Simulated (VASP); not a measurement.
Wanted: the native input for a VASP 6.6.1 run.

| Property | Result |
| --- | --- |
| Task | single point |
| Functional | PBE |
| Potentials or basis | VASP PAW PBE potentials, release 64 (Li_sv, F) |
| Cutoff | 750 eV |
| k mesh | 2 × 2 × 2 |
| Occupations | fermi-dirac, width 0.01 eV |
| Spin | no spin polarisation |
| Dipole correction | no |
| Further INCAR settings | ALGO = Normal; EDIFF = 1e-06; NBANDS = 12 |

The structure of LiF lies in POSCAR:

```
LiF
1.0
    0.0000000000      2.0140000000      2.0140000000
    2.0140000000      0.0000000000      2.0140000000
    2.0140000000      2.0140000000      0.0000000000
Li F
1 1
Direct
    0.0000000000      0.0000000000      0.0000000000
    0.5000000000      0.5000000000      0.5000000000
```

These files were run (other wordings do the same):

INCAR

```
ALGO     = Normal         # electronic algorithm
EDIFF    = 1E-6           # SCF threshold, eV
ENCUT    = 750            # plane-wave cutoff, eV
GGA      = PE             # functional
GGA_COMPAT= F            
ISIF     = 2              # what is computed and relaxed
ISMEAR   = -1             # smearing method
LASPH    = T              # aspherical terms in the spheres
LCHARG   = F              # write CHGCAR
LREAL    = F              # projectors in reciprocal space
LWAVE    = F              # write WAVECAR
NBANDS   = 12             # bands
NELM     = 120            # most SCF steps
PREC     = Accurate       # precision mode
SIGMA    = 0.01           # smearing width, eV
```

KPOINTS

```
k-points
0
Gamma
  2 2 2
```

Potentials or basis: VASP PAW PBE potentials, release 64 (Li_sv, F).

Command:

```sh
$ cat potpaw_PBE.64/Li_sv/POTCAR potpaw_PBE.64/F/POTCAR > POTCAR
$ mpirun -np 1 vasp_std > vasp.out
```

Results of the run:

```yaml
Pressure: 6.8 GPa
Band_gap_on_the_k_mesh: 8.92 eV
```

Caveat: the k points lie up to 1.35 Å⁻¹ apart.

Run time: 2.3 s on 1 thread of AMD EPYC 7R13 Processor (Zen 3), on a shared host, peak memory 0.11 GiB.
